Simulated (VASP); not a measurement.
# Al8N9 (a cell with a defect) in VASP: notebook

Al8N9 (a cell with a defect) is run at these levels: PBEsol; tasks: single point, relaxation of the atoms.

Everything below comes from runs of VASP 6.6.1. Logs are shortened: lines on timing, memory, paths and dates and some standing lists are left out, and cuts for length are marked.

### Step 1. The cell of the first run

The cell holds a defect, 17 atoms: a = 6.226 Å, b = 6.226 Å, c = 4.981 Å, α = 90.00°, β = 90.00°, γ = 120.00°.

### Step 2. Single point, PBEsol

The input, INCAR:

```
  PREC = Accurate
  ENCUT = 520
  EDIFF = 1E-6
  ISMEAR = 0
  SIGMA = 0.02
  LREAL = F
  LASPH = T
  NELM = 120
  ALGO = Normal
  ISIF = 2
  LWAVE = F
  LCHARG = F
  GGA = PS
  NBANDS = 48
  GGA_COMPAT = F
```

The input, KPOINTS:

```
Automatic mesh
0
Gamma
  3 3 2
```

The input, POSCAR:

```
Al8N9
1.0
    6.2259999977      0.0000000000      0.0000000000
   -3.1129999989      5.3918741620      0.0000000000
    0.0000000000      0.0000000000      4.9810000000
Al N
8 9
Direct
    0.1647915818      0.3295831636     -0.0039395427
    0.3341525165      0.1670762582      0.4939703496
    0.1647915818      0.8352084182     -0.0039395427
    0.3333333333      0.6666666667      0.5273791835
    0.6666666667      0.3333333333     -0.0109698317
    0.8329237418      0.1670762582      0.4939703496
    0.6704168364      0.8352084182     -0.0039395427
    0.8329237418      0.6658474835      0.4939703496
    0.1822596341      0.3645192682      0.3703760996
    0.3350975718      0.1675487859      0.8702466178
    0.1822596341      0.8177403659      0.3703760996
    0.3333333333      0.6666666667      0.8878146147
    0.6666666667      0.3333333333      0.3704617104
    0.8324512141      0.1675487859      0.8702466178
    0.6354807318      0.8177403659      0.3703760996
    0.8324512141      0.6649024282      0.8702466178
    0.0000000000      0.0000000000      0.3233537499
```

Potentials or basis: VASP PAW PBE potentials, release 64 (Al, N).

Launch:

```bash
cat potpaw_PBE.64/Al/POTCAR potpaw_PBE.64/N/POTCAR > POTCAR
mpirun -np 1 vasp_std > vasp.out
```

OUTCAR:

```text
PREC = Accurate
   ENCUT = 520
   EDIFF = 1E-6
   ISMEAR = 0
   LREAL = F
   LASPH = T
   NELM = 120
   ISIF = 2
   GGA = PS

 ion  position               nearest neighbor table
   1  0.165  0.330  0.996-   9 1.87  12 1.90  14 1.90  10 1.90  17 2.41   4 2.96   6 3.06   2 3.06
                             6 3.08   2 3.08   7 3.08   3 3.08   5 3.11   5 3.11   7 3.15   3 3.15
   2  0.334  0.167  0.494-  10 1.87  13 1.90  11 1.99   9 1.99  17 1.99   5 3.05   3 3.06   1 3.06
                             3 3.08   1 3.08   5 3.09   6 3.11   8 3.11   4 3.12   4 3.12   6 3.12
   3  0.165  0.835  0.996-  11 1.87  12 1.90  16 1.90  10 1.90  17 2.41   4 2.96   8 3.06   2 3.06
                             8 3.08   2 3.08   7 3.08   1 3.08   5 3.11   5 3.11   7 3.15   1 3.15
   4  0.333  0.667  0.527-  12 1.80  11 1.81  15 1.81   9 1.81   3 2.96   7 2.96   1 2.96   8 3.12
                             2 3.12   6 3.12   6 3.12   8 3.12   2 3.12   3 3.21   7 3.21   1 3.21
   5  0.667  0.333  0.989-  14 1.88  10 1.88  16 1.88  13 1.90   2 3.05   6 3.05   8 3.05   2 3.09
                             6 3.09   8 3.09   1 3.11   7 3.11   3 3.11   3 3.11   1 3.11   7 3.11
   6  0.833  0.167  0.494-  14 1.87  13 1.90   9 1.99  15 1.99  17 1.99   5 3.05   1 3.06   7 3.06
                             1 3.08   7 3.08   5 3.09   2 3.11   8 3.11   4 3.12   4 3.12   2 3.12
   7  0.670  0.835  0.996-  15 1.87  12 1.90  16 1.90  14 1.90  17 2.41   4 2.96   6 3.06   8 3.06
                             6 3.08   8 3.08   3 3.08   1 3.08   5 3.11   5 3.11   3 3.15   1 3.15
   8  0.833  0.666  0.494-  16 1.87  13 1.90  11 1.99  15 1.99  17 1.99   5 3.05   3 3.06   7 3.06
                             3 3.08   7 3.08   5 3.09   2 3.11   6 3.11   4 3.12   4 3.12   2 3.12
   9  0.182  0.365  0.370-   4 1.81   1 1.87   6 1.99   2 1.99
  10  0.335  0.168  0.870-   2 1.87   5 1.88   1 1.90   3 1.90
  11  0.182  0.818  0.370-   4 1.81   3 1.87   8 1.99   2 1.99
  12  0.333  0.667  0.888-   4 1.80   3 1.90   7 1.90   1 1.90
  13  0.667  0.333  0.370-   2 1.90   6 1.90   8 1.90   5 1.90
  14  0.832  0.168  0.870-   6 1.87   5 1.88   1 1.90   7 1.90
  15  0.635  0.818  0.370-   4 1.81   7 1.87   6 1.99   8 1.99
  16  0.832  0.665  0.870-   8 1.87   5 1.88   3 1.90   7 1.90
  17  0.000  0.000  0.323-   6 1.99   2 1.99   8 1.99   7 2.41   3 2.41   1 2.41

  LATTYP: Found a hexagonal cell.
 ALAT       =     6.2259999977
 C/A-ratio  =     0.8000321236

  Lattice vectors:

 A1 = (   6.2259999977,   0.0000000000,   0.0000000000)
 A2 = (  -3.1129999989,   5.3918741620,   0.0000000000)
 A3 = (   0.0000000000,   0.0000000000,   4.9810000000)

Analysis of symmetry for initial positions (statically):
=====================================================================
 Subroutine PRICEL returns:
 Original cell was already a primitive cell.

 Routine SETGRP: Setting up the symmetry group for a
 hexagonal supercell.

 Subroutine GETGRP returns: Found  6 space group operations
 (whereof  6 operations were pure point group operations)
 out of a pool of 24 trial point group operations.

The static configuration has the point symmetry C_3v.

Analysis of symmetry for dynamics (positions and initial velocities):
=====================================================================
 Subroutine PRICEL returns:
 Original cell was already a primitive cell.

 Routine SETGRP: Setting up the symmetry group for a
 hexagonal supercell.

 Subroutine GETGRP returns: Found  6 space group operations
 (whereof  6 operations were pure point group operations)
 out of a pool of 24 trial point group operations.

The dynamic configuration has the point symmetry C_3v.

 Subroutine INISYM returns: Found  6 space group operations
 (whereof  6 operations are pure point group operations),
 and found     1 'primitive' translations

----------------------------------------------------------------------------------------

                                     Primitive cell

  volume of cell :     167.2112

  direct lattice vectors                    reciprocal lattice vectors
     6.225999998  0.000000000  0.000000000     0.160616768  0.092732135  0.000000000
    -3.112999999  5.391874162  0.000000000     0.000000000  0.185464269  0.000000000
     0.000000000  0.000000000  4.981000000     0.000000000  0.000000000  0.200762899

  length of vectors
     6.225999998  6.225999998  4.981000000     0.185464269  0.185464269  0.200762899

  position of ions in fractional coordinates (direct lattice)
     0.164791582  0.329583164  0.996060457
     0.334152516  0.167076258  0.493970350
     0.164791582  0.835208418  0.996060457
     0.333333333  0.666666667  0.527379184
     0.666666667  0.333333333  0.989030168
     0.832923742  0.167076258  0.493970350
[... 9 lines left out ...]
     0.832451214  0.664902428  0.870246618
     0.000000000  0.000000000  0.323353750

  ion indices of the primitive-cell ions
   primitive index   ion index
                 1           1
                 2           2
                 3           3
                 4           4
                 5           5
                 6           6
[... 9 lines left out ...]
                16          16
                17          17

----------------------------------------------------------------------------------------

 KPOINTS: Automatic mesh

Automatic generation of k-mesh.
 Grid dimensions read from file:
 generate k-points for:    3    3    2

 Generating k-lattice:

  Cartesian coordinates                     Fractional coordinates (reciprocal lattice)
     0.053538923  0.030910712  0.000000000     0.333333333 -0.000000000  0.000000000
     0.000000000  0.061821423  0.000000000     0.000000000  0.333333333  0.000000000
     0.000000000  0.000000000  0.100381450     0.000000000  0.000000000  0.500000000

  Length of vectors
     0.061821423  0.061821423  0.100381450

  Shift w.r.t. Gamma in fractional coordinates (k-lattice)
     0.000000000  0.000000000  0.000000000

 Subroutine IBZKPT returns following result:
 ===========================================

 Found      6 irreducible k-points:

 Following reciprocal coordinates:
            Coordinates               Weight
  0.000000  0.000000  0.000000      1.000000
  0.333333 -0.000000  0.000000      6.000000
  0.333333  0.333333  0.000000      2.000000
  0.000000  0.000000  0.500000      1.000000
  0.333333 -0.000000  0.500000      6.000000
  0.333333  0.333333  0.500000      2.000000
   k-points           NKPTS =      6   k-points in BZ     NKDIM =      6   number of bands    NBANDS=     48
   number of dos      NEDOS =    301   number of ions     NIONS =     17
   total plane-waves  NPLWV =  92160
   dimension x,y,z NGX =    48 NGY =   48 NGZ =   40
   dimension x,y,z NGXF=    96 NGYF=   96 NGZF=   80
   ions per type =               8   9
   NGX,Y,Z   is equivalent  to a cutoff of  12.82, 12.82, 13.35 a.u.
   NGXF,Y,Z  is equivalent  to a cutoff of  25.63, 25.63, 26.70 a.u.
 SYSTEM =  unknown system
   PREC   = accura    normal or accurate (medium, high low for compatibility)
   ISTART =      0    job   : 0-new  1-cont  2-samecut
   ICHARG =      2    charge: 1-file 2-atom 10-const
   ISPIN  =      1    spin polarized calculation?
   LNONCOLLINEAR =      F non collinear calculations
   LSORBIT =      F    spin-orbit coupling
   LASPH  =      T    aspherical Exc in radial PAW
   ENCUT  =  520.0 eV  38.22 Ry    6.18 a.u.  11.58 11.58  9.26*2*pi/ulx,y,z
   NELM   =    120;   NELMIN=  2; NELMDL= -5     # of ELM steps
   EDIFF  = 0.1E-05   stopping-criterion for ELM
   LREAL  =      F    real-space projection
   EDIFFG = 0.1E-04   stopping-criterion for IOM
   NSW    =      0    number of steps for IOM
   IBRION =     -1    ionic relax: 0-MD 1-quasi-New 2-CG
   NFREE  =      0    steps in history (QN), initial steepest desc. (CG)
   ISIF   =      2    stress and relaxation
   ISYM   =      2    0-nonsym 1-usesym 2-fastsym
   POTIM  = 0.5000    time-step for ionic-motion
   TEBEG  =    0.0;   TEEND  =   0.0 temperature during run
   PSTRESS=    0.0 pullay stress
   NELECT =      69.0000    total number of electrons
   NUPDOWN=      -1.0000    fix difference up-down
   EMIN   =  10.00;   EMAX   =-10.00  energy-range for DOS
   EFERMI =   0.00;   METHOD = LEGACY
   ISMEAR =     0;   SIGMA  =   0.02  broadening in eV -4-tet -1-fermi 0-gaus
   EFERMI_NEDOS =   21; number of points for ismear=-14 and -15
   IALGO  =     38    algorithm
   IMIX   =      4    mixing-type and parameters
     AMIX     =   0.40;   BMIX     =  1.00
     AMIX_MAG =   1.60;   BMIX_MAG =  1.00
  volume/ion in A,a.u.               =       9.84        66.38
  Fermi-wavevector in a.u.,A,eV,Ry     =   1.218810  2.303217 20.211430  1.485498
  Thomas-Fermi vector in A             =   2.354084
   LORBIT       =      0    0 simple, 1 ext, 2 COOP (PROOUT), +10 PAW based schemes
   GGA     = PS    functional components
   LHFCALC =     F    Hartree Fock is set to
   AEXX    =    0.0000 exact exchange contribution
   IVDW    =     0    specifies the selected vdW correction
   LEPSILON=     F    determine dielectric tensor
   LRPA    =     F    only Hartree local field effects (RPA)
 non-spin polarized calculation
 Gauss-broadening in eV      SIGMA  =   0.02
  energy-cutoff  :      520.00
  volume of cell :      167.21
 maximum number of plane-waves:      4554
 NGX is ok and might be reduce to    48
   NGX = 23   NGY = 23   NGZ = 19

 number of electron      68.9999994 magnetization

 Free energy of the ion-electron system (eV)
  ---------------------------------------------------
  ext. energy  EPLUGINS =         0.00000000
  ---------------------------------------------------
  free energy    TOTEN  =      -126.41177300 eV

  energy without entropy =     -126.40447046  energy(sigma->0) =     -126.40812173

 E-fermi :   8.4656     XC(G=0): -11.3749

 val. band max:        8.3329792710   @ k =   0.3333   0.3333   0.5000
 cond. band min:       8.4669113389   @ k =   0.3333  -0.0000   0.0000
 fundamental gap:      0.1339320679
 Fermi energy:         8.4656498492

 k-point     1 :       0.0000    0.0000    0.0000
  band No.  band energies     occupation
      1      -9.9715      2.00000
      2      -7.5505      2.00000
      3      -7.1177      2.00000
      4      -7.1177      2.00000
      5      -6.7295      2.00000
      6      -6.3404      2.00000
[... 283 lines left out ...]
     45      14.2546      0.00000
     46      15.3186      0.00000
 [bands above 46 left out]

------------------------ aborting loop because EDIFF is reached ----------------------------------------

  FORCE on cell =-STRESS in cart. coord.  units (eV):
  Direction    XX          YY          ZZ          XY          YZ          ZX
  --------------------------------------------------------------------------------------
  -------------------------------------------------------------------------------------
  Total       10.4366020     10.4366020      9.2959267     -0.0000000      0.0000000      0.0000000
  in kB      100.0009900    100.0009900     89.0713156     -0.0000000      0.0000000      0.0000000
  external PRESSURE =      96.3577652 kB  Pullay stress =       0.0000000 kB

 VOLUME and BASIS-vectors are now :
 -----------------------------------------------------------------------------
  energy-cutoff  :      520.00
  volume of cell :      167.21
      direct lattice vectors                 reciprocal lattice vectors
     6.225999998  0.000000000  0.000000000     0.160616768  0.092732135  0.000000000
    -3.112999999  5.391874162  0.000000000     0.000000000  0.185464269  0.000000000
     0.000000000  0.000000000  4.981000000     0.000000000  0.000000000  0.200762899

 POSITION                                       TOTAL-FORCE (eV/Angst)
 -----------------------------------------------------------------------------------
     -0.00000      1.77707      4.96138         0.000000     -0.002884     -0.000045
      1.56033      0.90085      2.46047        -0.004222     -0.002437     -0.008064
     -1.57401      4.50334      4.96138        -0.002498      0.001442     -0.000045
     -0.00000      3.59458      2.62688         0.000000      0.000000     -0.014384
      3.11300      1.79729      4.92636         0.000000     -0.000000      0.000652
      4.66567      0.90085      2.46047         0.004222     -0.002437     -0.008064
[... 9 lines left out ...]
      3.11300      3.58507      4.33470        -0.000000      0.002737      0.003948
      0.00000      0.00000      1.61063         0.000000      0.000000     -0.004543
 -----------------------------------------------------------------------------------
    total drift:                                0.000000      0.000000      0.002968

  FREE ENERGIE OF THE ION-ELECTRON SYSTEM (eV)
  ---------------------------------------------------
  free  energy   TOTEN  =      -126.4117729989 eV

  energy  without entropy=     -126.4044704586  energy(sigma->0) =     -126.40812173
```

Wall time 46 s (1 thread of Intel Xeon Platinum 8488C (Sapphire Rapids), shared host); peak memory 0.29 GiB.

Results:

```yaml
Free_energy: -126.4118 eV
Pressure: 9.6 GPa
Largest_force: 0.014 eV/Å
Band_gap_on_the_k_mesh: zero (an odd number of electrons rules out a gap without spin polarisation)
```

Forces in eV/Å, atoms in the order of the input:
```
Al   0.000 -0.003  0.000
Al  -0.004 -0.002 -0.008
Al  -0.002  0.001  0.000
Al   0.000  0.000 -0.014
Al   0.000  0.000  0.001
Al   0.004 -0.002 -0.008
Al   0.002  0.001  0.000
Al   0.000  0.005 -0.008
N    0.000 -0.003  0.007
N   -0.002 -0.001  0.004
N   -0.003  0.002  0.007
N    0.000  0.000  0.011
N    0.000  0.000  0.000
N    0.002 -0.001  0.004
N    0.003  0.002  0.007
N    0.000  0.003  0.004
N    0.000  0.000 -0.005
```

Stress tensor (GPa, compression positive):
```
10.00  0.00  0.00
 0.00 10.00  0.00
 0.00  0.00  8.91
```

Levels at points of the mesh, in eV from the Fermi level:
| k point | band 32 | band 33 | band 34 | band 35 | band 36 | band 37 |
| --- | --- | --- | --- | --- | --- | --- |
| (0.00, 0.00, 0.00) | -2.39 | -2.37 | -1.58 | 0.18 | 0.18 | 2.20 |
| (0.00, 0.00, 0.50) | -2.56 | -2.56 | -2.14 | 0.09 | 0.09 | 3.12 |

Caveat: the k points lie up to 0.63 Å⁻¹ apart, too coarse for converged energies and pressures of a metal; the PAW data sets were made with another functional, which shifts forces and pressure a little.

(Continued in part 2 of 2.)
